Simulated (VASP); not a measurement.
The system is W.

```xyz
1
Lattice="-1.5717 1.5717 1.5717 1.5717 -1.5717 1.5717 1.5717 1.5717 -1.5717" Properties=species:S:1:pos:R:3 pbc="T T T"
W     0.0000    0.0000    0.0000
```

Base run:

```yaml
Program: VASP 6.6.1
Functional: RPBE
Potentials_or_basis: VASP PAW PBE potentials, release 64 (W_sv)
Cutoff: 520 eV
k_mesh: 12 × 12 × 12
Occupations: fermi-dirac, width 0.05 eV
Spin: no spin polarisation
```

Its results: band gap on the k mesh zero (band 7 reaches 17.14 eV, above the bottom of band 8 at 10.57 eV); pressure 17.3 GPa.

Task: The run is repeated on the same cell with these changes: functional from RPBE to PBE. What comes out?

Result: Band gap on the k mesh zero (band 7 reaches 17.06 eV, above the bottom of band 8 at 10.48 eV); pressure 13.3 GPa.

PBE binds more tightly than RPBE, so the same cell stands under less pressure.

Caveats: spin-orbit coupling is left out, which moves the levels of the heavy elements; the PAW data sets were made with another functional, which shifts forces and pressure a little (some runs).
